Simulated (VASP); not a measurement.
# WC (Fm-3m) in VASP: further runs

Runs on WC. Level: PBEsol. Tasks: relaxation of cell and atoms.

Everything below comes from runs of VASP 6.6.1. Logs are shortened: lines on timing, memory, paths and dates and some standing lists are left out, and cuts for length are marked.

## 1. The cell of the first run

It takes space group Fm-3m (No. 225, cubic). The conventional cell has a = 4.385 Å, b = 4.385 Å, c = 4.385 Å, α = 90.00°, β = 90.00°, γ = 90.00°. Within 2.9 Å of W (site symmetry m-3m) lie 6 C at 2.19 Å. C (site symmetry m-3m) has 6 W at 2.19 Å within 2.9 Å.

## 2. Relaxation of cell and atoms, PBEsol

INCAR

```
SYSTEM = WC
PREC     = Accurate       ! precision mode
ENCUT    = 600            ! plane-wave cutoff, eV
EDIFF    = 1E-6           ! SCF threshold, eV
ISMEAR   = -1             ! smearing method
SIGMA    = 0.05           ! smearing width, eV
LREAL    = .FALSE.        ! projectors in reciprocal space
LASPH    = .TRUE.         ! aspherical terms in the spheres
NELM     = 60             ! most SCF steps
ALGO     = Normal         ! electronic algorithm
ISIF     = 3              ! what is computed and relaxed
LWAVE    = .FALSE.        ! write WAVECAR
LCHARG   = .FALSE.        ! write CHGCAR
GGA      = PS             ! functional
IBRION   = 2              ! ionic algorithm
NSW      = 80             ! ionic steps
EDIFFG   = -0.02          ! ionic threshold
```

KPOINTS

```
regular mesh
0
G
  10 10 10
  0 0 0
```

POSCAR

```
WC
1.0
    0.0000000000      2.1926840000      2.1926840000
    2.1926840000      0.0000000000      2.1926840000
    2.1926840000      2.1926840000      0.0000000000
W C
1 1
Direct
    0.0000000000      0.0000000000      0.0000000000
    0.5000000000      0.5000000000      0.5000000000
```

Potentials or basis: VASP PAW PBE potentials, release 64 (W_sv, C).

Launch:

```console
$ cat potpaw_PBE.64/W_sv/POTCAR potpaw_PBE.64/C/POTCAR > POTCAR
$ mpirun -np 1 vasp_std > vasp.out
```

OUTCAR:

```text
SYSTEM = WC
   PREC = Accurate
   ENCUT = 600
   EDIFF = 1E-6
   ISMEAR = -1
   LREAL = .FALSE.
   LASPH = .TRUE.
   NELM = 60
   ISIF = 3
   GGA = PS
   IBRION = 2
   NSW = 80
   EDIFFG = -0.02

 ion  position               nearest neighbor table
   1  0.000  0.000  0.000-   2 2.19   2 2.19   2 2.19   2 2.19   2 2.19   2 2.19
   2  0.500  0.500  0.500-   1 2.19   1 2.19   1 2.19   1 2.19   1 2.19   1 2.19

  LATTYP: Found a face centered cubic cell.
 ALAT       =     4.3853680000

  Lattice vectors:

 A1 = (   0.0000000000,   2.1926840000,   2.1926840000)
 A2 = (   2.1926840000,   0.0000000000,   2.1926840000)
 A3 = (   2.1926840000,   2.1926840000,   0.0000000000)

Analysis of symmetry for initial positions (statically):
=====================================================================
 Subroutine PRICEL returns:
 Original cell was already a primitive cell.

 Routine SETGRP: Setting up the symmetry group for a
 face centered cubic supercell.

 Subroutine GETGRP returns: Found 48 space group operations
 (whereof 48 operations were pure point group operations)
 out of a pool of 48 trial point group operations.

The static configuration has the point symmetry O_h .

Analysis of symmetry for dynamics (positions and initial velocities):
=====================================================================
 Subroutine PRICEL returns:
 Original cell was already a primitive cell.

 Routine SETGRP: Setting up the symmetry group for a
 face centered cubic supercell.

 Subroutine GETGRP returns: Found 48 space group operations
 (whereof 48 operations were pure point group operations)
 out of a pool of 48 trial point group operations.

The dynamic configuration has the point symmetry O_h .

 Subroutine INISYM returns: Found 48 space group operations
 (whereof 48 operations are pure point group operations),
 and found     1 'primitive' translations

----------------------------------------------------------------------------------------

                                     Primitive cell

  volume of cell :      21.0842

  direct lattice vectors                    reciprocal lattice vectors
     0.000000000  2.192684000  2.192684000    -0.228031034  0.228031034  0.228031034
     2.192684000  0.000000000  2.192684000     0.228031034 -0.228031034  0.228031034
     2.192684000  2.192684000  0.000000000     0.228031034  0.228031034 -0.228031034

  length of vectors
     3.100923451  3.100923451  3.100923451     0.394961337  0.394961337  0.394961337

  position of ions in fractional coordinates (direct lattice)
     0.000000000  0.000000000  0.000000000
     0.500000000  0.500000000  0.500000000

  ion indices of the primitive-cell ions
   primitive index   ion index
                 1           1
                 2           2

----------------------------------------------------------------------------------------

 KPOINTS: regular mesh

Automatic generation of k-mesh.
 Grid dimensions read from file:
 generate k-points for:   10   10   10

 Generating k-lattice:

  Cartesian coordinates                     Fractional coordinates (reciprocal lattice)
    -0.022803103  0.022803103  0.022803103     0.100000000  0.000000000  0.000000000
     0.022803103 -0.022803103  0.022803103     0.000000000  0.100000000  0.000000000
     0.022803103  0.022803103 -0.022803103     0.000000000  0.000000000  0.100000000

  Length of vectors
     0.039496134  0.039496134  0.039496134

  Shift w.r.t. Gamma in fractional coordinates (k-lattice)
     0.000000000  0.000000000  0.000000000

 Subroutine IBZKPT returns following result:
 ===========================================

 Found     47 irreducible k-points:

 Following reciprocal coordinates:
            Coordinates               Weight
  0.000000  0.000000  0.000000      1.000000
  0.100000  0.000000  0.000000      8.000000
  0.200000  0.000000  0.000000      8.000000
  0.300000  0.000000  0.000000      8.000000
  0.400000  0.000000  0.000000      8.000000
  0.500000  0.000000  0.000000      4.000000
[... 16 lines left out ...]
  0.300000  0.300000  0.000000      6.000000
  0.400000  0.300000  0.000000     24.000000
 [... further k-points ...]
   k-points           NKPTS =     47   k-points in BZ     NKDIM =     47   number of bands    NBANDS=     13
   number of dos      NEDOS =    301   number of ions     NIONS =      2
   total plane-waves  NPLWV =  21952
   dimension x,y,z NGX =    28 NGY =   28 NGZ =   28
   dimension x,y,z NGXF=    56 NGYF=   56 NGZF=   56
   ions per type =               1   1
   NGX,Y,Z   is equivalent  to a cutoff of  15.01, 15.01, 15.01 a.u.
   NGXF,Y,Z  is equivalent  to a cutoff of  30.02, 30.02, 30.02 a.u.
 SYSTEM =  WC
   PREC   = accura    normal or accurate (medium, high low for compatibility)
   ISTART =      0    job   : 0-new  1-cont  2-samecut
   ICHARG =      2    charge: 1-file 2-atom 10-const
   ISPIN  =      1    spin polarized calculation?
   LNONCOLLINEAR =      F non collinear calculations
   LSORBIT =      F    spin-orbit coupling
   LASPH  =      T    aspherical Exc in radial PAW
   ENCUT  =  600.0 eV  44.10 Ry    6.64 a.u.   6.19  6.19  6.19*2*pi/ulx,y,z
   NELM   =     60;   NELMIN=  2; NELMDL= -5     # of ELM steps
   EDIFF  = 0.1E-05   stopping-criterion for ELM
   LREAL  =      F    real-space projection
   EDIFFG = -.2E-01   stopping-criterion for IOM
   NSW    =     80    number of steps for IOM
   IBRION =      2    ionic relax: 0-MD 1-quasi-New 2-CG
   NFREE  =      1    steps in history (QN), initial steepest desc. (CG)
   ISIF   =      3    stress and relaxation
   ISYM   =      2    0-nonsym 1-usesym 2-fastsym
   POTIM  = 0.5000    time-step for ionic-motion
   TEBEG  =    0.0;   TEEND  =   0.0 temperature during run
   PSTRESS=    0.0 pullay stress
   NELECT =      18.0000    total number of electrons
   NUPDOWN=      -1.0000    fix difference up-down
   EMIN   =  10.00;   EMAX   =-10.00  energy-range for DOS
   EFERMI =   0.00;   METHOD = LEGACY
   ISMEAR =    -1;   SIGMA  =   0.05  broadening in eV -4-tet -1-fermi 0-gaus
   EFERMI_NEDOS =   21; number of points for ismear=-14 and -15
   IALGO  =     38    algorithm
   IMIX   =      4    mixing-type and parameters
     AMIX     =   0.40;   BMIX     =  1.00
     AMIX_MAG =   1.60;   BMIX_MAG =  1.00
  volume/ion in A,a.u.               =      10.54        71.14
  Fermi-wavevector in a.u.,A,eV,Ry     =   1.553029  2.934800 32.815887  2.411900
  Thomas-Fermi vector in A             =   2.657319
   LORBIT       =      0    0 simple, 1 ext, 2 COOP (PROOUT), +10 PAW based schemes
   GGA     = PS    functional components
   LHFCALC =     F    Hartree Fock is set to
   AEXX    =    0.0000 exact exchange contribution
   IVDW    =     0    specifies the selected vdW correction
   LEPSILON=     F    determine dielectric tensor
   LRPA    =     F    only Hartree local field effects (RPA)
 conjugate gradient relaxation of ions
 non-spin polarized calculation
  energy-cutoff  :      600.00
  volume of cell :       21.08
 maximum number of plane-waves:       725
 NGX is ok and might be reduce to    28
   NGX = 13   NGY = 13   NGZ = 13

--------------------------------------- Ionic step        1  -------------------------------------------

 number of electron      18.0000001 magnetization

 Free energy of the ion-electron system (eV)
  ---------------------------------------------------
  ext. energy  EPLUGINS =         0.00000000
  ---------------------------------------------------
  free energy    TOTEN  =       -23.00076190 eV

  energy without entropy =      -22.99437215  energy(sigma->0) =      -22.99756702

------------------------ aborting loop because EDIFF is reached ----------------------------------------

  FORCE on cell =-STRESS in cart. coord.  units (eV):
  Direction    XX          YY          ZZ          XY          YZ          ZX
  --------------------------------------------------------------------------------------
  -------------------------------------------------------------------------------------
  Total       -1.2277541     -1.2277541     -1.2277541      0.0000000     -0.0000000     -0.0000000
  in kB      -93.2961781    -93.2961781    -93.2961781      0.0000000     -0.0000000     -0.0000000
  external PRESSURE =     -93.2961781 kB  Pullay stress =       0.0000000 kB

 VOLUME and BASIS-vectors are now :
 -----------------------------------------------------------------------------
  energy-cutoff  :      600.00
  volume of cell :       21.08
      direct lattice vectors                 reciprocal lattice vectors
     0.000000000  2.192684000  2.192684000    -0.228031034  0.228031034  0.228031034
     2.192684000  0.000000000  2.192684000     0.228031034 -0.228031034  0.228031034
     2.192684000  2.192684000  0.000000000     0.228031034  0.228031034 -0.228031034
[... 37 lines left out ...]
 POSITION                                       TOTAL-FORCE (eV/Angst)
 -----------------------------------------------------------------------------------
      2.12775      4.25550      2.12775         0.000000     -0.000000      0.000000
      2.12775      2.12775      2.12775        -0.000000      0.000000     -0.000000
 -----------------------------------------------------------------------------------
    total drift:                                0.000000      0.000000      0.000000

  FREE ENERGIE OF THE ION-ELECTRON SYSTEM (eV)
  ---------------------------------------------------
  free  energy   TOTEN  =       -22.9054447044 eV

  energy  without entropy=      -22.8996813688  energy(sigma->0) =      -22.90256304

--------------------------------------- Ionic step        3  -------------------------------------------

 number of electron      18.0000001 magnetization

 Free energy of the ion-electron system (eV)
  ---------------------------------------------------
  ext. energy  EPLUGINS =         0.00000000
  ---------------------------------------------------
  free energy    TOTEN  =       -23.01639445 eV

  energy without entropy =      -23.01014634  energy(sigma->0) =      -23.01327039

 E-fermi :  12.6840     XC(G=0): -13.9786

 val. band max:       12.5851870022   @ k =   0.3000   0.2000   0.1000
 cond. band min:      12.7257649856   @ k =  -0.1000   0.1000   0.0000
 fundamental gap:      0.1405779834
 Fermi energy:        12.6840497016

 k-point     1 :       0.0000    0.0000    0.0000
  band No.  band energies     occupation
      1     -62.7206      2.00000
      2     -26.7155      2.00000
      3     -26.7155      2.00000
      4     -26.7155      2.00000
      5      -3.3677      2.00000
      6       9.7777      2.00000
      7       9.7777      2.00000
      8       9.7777      2.00000
      9      11.5513      2.00000
     10      11.5513      2.00000
     11      11.5513      2.00000
     12      11.6361      2.00000
     13      11.6361      2.00000

 k-point     2 :       0.1000    0.0000    0.0000
  band No.  band energies     occupation
      1     -62.7166      2.00000
      2     -26.7804      2.00000
      3     -26.7224      2.00000
      4     -26.7224      2.00000
      5      -3.0777      2.00000
      6       8.8577      2.00000
      7       9.3273      2.00000
      8       9.3273      2.00000
      9      10.4233      2.00000
     10      10.4233      2.00000
     11      11.9185      2.00000
[... 339 lines left out ...]
 k-point    24 :       0.4000    0.3000    0.0000
  band No.  band energies     occupation
      1     -62.6756      2.00000
      2     -27.1919      2.00000
      3     -26.9109      2.00000
      4     -26.8912      2.00000
      5      -0.8528      2.00000
      6       5.4338      2.00000
      7       6.9434      2.00000
      8       8.8990      2.00000
      9       9.7938      2.00000
     10      13.7128      0.00000
     11      15.1801      0.00000
     12      15.5053      0.00000
     13      19.2185      0.00000

 [... further k-points ...]
[... 5 lines left out ...]
  --------------------------------------------------------------------------------------
  -------------------------------------------------------------------------------------
  Total       -0.0283193     -0.0283193     -0.0283193     -0.0000000      0.0000000      0.0000000
  in kB       -2.2055929     -2.2055929     -2.2055929     -0.0000000      0.0000000      0.0000000
  external PRESSURE =      -2.2055929 kB  Pullay stress =       0.0000000 kB

 VOLUME and BASIS-vectors are now :
 -----------------------------------------------------------------------------
  energy-cutoff  :      600.00
  volume of cell :       20.57
      direct lattice vectors                 reciprocal lattice vectors
     0.000000000  2.174765488  2.174765488    -0.229909847  0.229909847  0.229909847
     2.174765488 -0.000000000  2.174765488     0.229909847 -0.229909847  0.229909847
     2.174765488  2.174765488 -0.000000000     0.229909847  0.229909847 -0.229909847

 POSITION                                       TOTAL-FORCE (eV/Angst)
 -----------------------------------------------------------------------------------
      0.00000     -0.00000      0.00000         0.000000      0.000000     -0.000000
      2.17477      2.17477      2.17477         0.000000      0.000000      0.000000
 -----------------------------------------------------------------------------------
    total drift:                               -0.000000      0.000000      0.000000

  FREE ENERGIE OF THE ION-ELECTRON SYSTEM (eV)
  ---------------------------------------------------
  free  energy   TOTEN  =       -23.0163944454 eV

  energy  without entropy=      -23.0101463353  energy(sigma->0) =      -23.01327039

 reached required accuracy - stopping structural energy minimisation
```

Wall time 22 s (1 thread of Intel Xeon 6975P-C (Granite Rapids), shared host); peak memory 0.17 GiB.

Results:

| Quantity | Value |
| --- | --- |
| Free energy | -23.0164 eV |
| Relaxed volume | 10.29 Å³/atom |
| Relaxed cell | a = 3.076 Å, b = 3.076 Å, c = 3.076 Å, α = 60.00°, β = 60.00°, γ = 60.00° |
| Space group after relaxing (to 0.05 Å) | Fm-3m (No. 225) |
| Energy gained by relaxing | 7.8 meV/atom |
| Ionic steps | 3 |
| Pressure after relaxing | -0.2 GPa |

The path:
| step | energy change (eV) | largest force (eV/Å) | pressure (GPa) | volume (Å³) |
| --- | --- | --- | --- | --- |
| 1 | 0.0000 | 0.0000 | -9.33 | 21.08 |
| 2 | 0.0953 | 0.0000 | 29.13 | 19.27 |
| 3 | -0.0156 | 0.0000 | -0.22 | 20.57 |

Final structure:
```xyz
2
Lattice="0.0000 2.1748 2.1748 2.1748 0.0000 2.1748 2.1748 2.1748 0.0000" Properties=species:S:1:pos:R:3 pbc="T T T"
W     0.0000    0.0000    0.0000
C     2.1748    2.1748    2.1748
```

Caveat: the bands computed are all filled at some k points, so no gap is given; the PAW data sets were made with another functional, which shifts forces and pressure a little; spin-orbit coupling is left out, which moves the levels of the heavy elements.

[end of part 1 of 2]
